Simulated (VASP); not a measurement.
Here is a VASP 6.6.1 calculation.

File INCAR:

```
SYSTEM = SiC4
ALGO = Normal ; EDIFF = 1E-7
ENCUT = 520 ; GGA = PE
ISIF = 2 ; ISMEAR = 0
LASPH = .TRUE. ; LCHARG = .FALSE.
LREAL = .FALSE. ; LWAVE = .FALSE.
NBANDS = 31 ; NELM = 80
PREC = Accurate ; SIGMA = 0.1
```

KPOINTS

```
k-points
0
G
  18 18 2
  0 0 0
```

File POSCAR:

```
SiC4
1.0
    2.4699090035      0.0000000000      0.0000000000
   -1.2349545017      2.1390039421      0.0000000000
    0.0000000000      0.0000000000     26.7163133855
Si C
2 8
Direct
    0.3333333333      0.6666666667      0.7500000000
    0.6666666667      0.3333333333      0.2500000000
    0.3333333333      0.6666666667      0.9176311866
    0.3333333333      0.6666666667      0.0823670911
    0.3333333333      0.6666666667      0.4176329089
    0.3333333333      0.6666666667      0.5823688134
    0.6666666667      0.3333333333      0.5823670911
    0.6666666667      0.3333333333      0.9176329089
    0.6666666667      0.3333333333      0.0823688134
    0.6666666667      0.3333333333      0.4176311866
```

Potentials or basis: VASP PAW PBE potentials, release 64 (Si, C).

Run with:

```console
$ cat potpaw_PBE.64/Si/POTCAR potpaw_PBE.64/C/POTCAR > POTCAR
$ mpirun -np 1 vasp_std > vasp.out
```

(1) Estimate the pressure.

(2) What does it give for the band gap on the k mesh?

Answers

(1) 0.2 GPa.

(2) zero (band 20 reaches 3.59 eV, above the bottom of band 21 at 2.63 eV).
